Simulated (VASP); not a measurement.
Wanted: the native input for a VASP 6.6.1 run.

```yaml
Task: single point
Functional: PBE
Potentials_or_basis: VASP PAW PBE potentials, release 64 (W_sv)
Cutoff: 520 eV
k_mesh: 18 × 18 × 18
Occupations: fermi-dirac, width 0.1 eV
Spin: no spin polarisation
Dipole_correction: no
Further_INCAR_settings: ALGO = Normal; EDIFF = 1e-06; NBANDS = 21
```

The structure of W lies in POSCAR:

```
W
1.0
   -2.2488861887      2.2488861887      1.1877971706
    2.2488861887     -2.2488861887      1.1877971706
    2.2488861887      2.2488861887     -1.1877971706
W
2
Direct
   -0.3750000000     -0.1250000000     -0.2500000000
    0.3750000000      0.1250000000      0.2500000000
```

One way to write it, as run:

INCAR

```
SYSTEM = W
ALGO = Normal
EDIFF = 1E-6
ENCUT = 520
GGA = PE
ISIF = 2
ISMEAR = -1
LASPH = .True.
LCHARG = .False.
LREAL = .False.
LWAVE = .False.
NBANDS = 21
NELM = 60
PREC = Accurate
SIGMA = 0.1
```

KPOINTS

```
k-points
0
Gamma
  18 18 18
  0 0 0
```

Potentials or basis: VASP PAW PBE potentials, release 64 (W_sv).

Run with:

```console
$ cat potpaw_PBE.64/W_sv/POTCAR > POTCAR
$ mpirun -np 1 vasp_std > vasp.out
```

It gave:

The pressure is 197.8 GPa. The band gap on the k mesh is zero (bands 14 and 15 overlap by 5.09 eV).

Caveat: the cell stands under pressure; spin-orbit coupling is left out, which moves the levels of the heavy elements.

Run time: 3 min on 1 thread of Intel(R) Xeon(R) Platinum 8488C (Sapphire Rapids), with other jobs on the host, peak memory 0.31 GiB.
